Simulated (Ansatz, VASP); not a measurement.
This is a calculation of C for Ansatz 0.2.0.

input.yaml

```yaml
crystal:
  lattice:
    - [2.5388031358, 0.0, 0.0]
    - [-1.2694015679, 2.1986680108, 0.0]
    - [0.0, 0.0, 8.2916519209]
  atoms:
    - { symbol: C, position: [0.6666666667, 0.3333333333, 0.84375] }
    - { symbol: C, position: [0.3333333333, 0.6666666667, 0.34375] }
    - { symbol: C, position: [0.6666666667, 0.3333333333, 0.65625] }
    - { symbol: C, position: [0.3333333333, 0.6666666667, 0.15625] }
    - { symbol: C, position: [0.0, 0.0, 0.90625] }
    - { symbol: C, position: [0.0, 0.0, 0.40625] }
    - { symbol: C, position: [0.0, 0.0, 0.59375] }
    - { symbol: C, position: [0.0, 0.0, 0.09375] }
hamiltonian:
  xc: blyp
  pseudopotentials: { kind: paw }
kpoints:
  mp_grid: { grid: [12, 12, 4] }
scf:
  occupations: { method: fermi_dirac, width: 0.05 }
output:
  forces: true
  stress: true
  eigenvalues: true
```

Potentials or basis: Ansatz PAW.

Run with:

```console
$ ansatz run input.yaml --threads 2 --pin off --max-ram 5120MiB --backend cpu --events-out ev --progress --plain --runs-dir out
```

Task: Translate it to VASP 6.6.1. Potentials there: VASP PAW PBE potentials, release 64 (C).

Result: As run (the cutoff follows the program's own potentials):

The input INCAR:

```
SYSTEM = C
PREC = Accurate
ENCUT = 520
EDIFF = 1E-6
ISMEAR = -1
SIGMA = 0.05
LREAL = .False.
LASPH = .True.
NELM = 80
ALGO = Normal
ISIF = 2
LWAVE = .False.
LCHARG = .False.
GGA = B5
ALDAX = 1.0
AGGAX = 1.0
AGGAC = 1.0
ALDAC = 0.0
NBANDS = 26
```

Contents of KPOINTS:

```
Automatic mesh
0
Gamma
  12 12 4
  0 0 0
```

POSCAR

```
C
1.0
    2.5388031358      0.0000000000      0.0000000000
   -1.2694015679      2.1986680108      0.0000000000
    0.0000000000      0.0000000000      8.2916519209
C
8
Direct
    0.6666666667      0.3333333333      0.8437500000
    0.3333333333      0.6666666667      0.3437500000
    0.6666666667      0.3333333333      0.6562500000
    0.3333333333      0.6666666667      0.1562500000
    0.0000000000      0.0000000000      0.9062500000
    0.0000000000      0.0000000000      0.4062500000
    0.0000000000      0.0000000000      0.5937500000
    0.0000000000      0.0000000000      0.0937500000
```

Potentials or basis: VASP PAW PBE potentials, release 64 (C).

Run with:

```sh
$ cat potpaw_PBE.64/C/POTCAR > POTCAR
$ mpirun -np 1 vasp_std > vasp.out
```

Both were run:

|  | VASP | Ansatz | Ansatz less VASP |
| --- | --- | --- | --- |
| gap on the k mesh at the Fermi level (eV) | 4.70 | 4.70 | -0.003 |
| least direct gap on the mesh (eV) | 5.30 | 5.30 | -0.008 |
| pressure (GPa) | 3.6 | 2.9 | -0.69 |
| traceless stress, the component that is largest in VASP (GPa) | 7.84 | 7.85 | +0.010 |
| rms of the force components (eV/Å) | 0.182 | 0.181 | -0.0003 |

VASP's potentials were made for PBE, not for BLYP. Atom by atom the forces differ by 0.001 eV/Å (rms over components).

Noted on Ansatz's run: Pulay correction over one GPa.
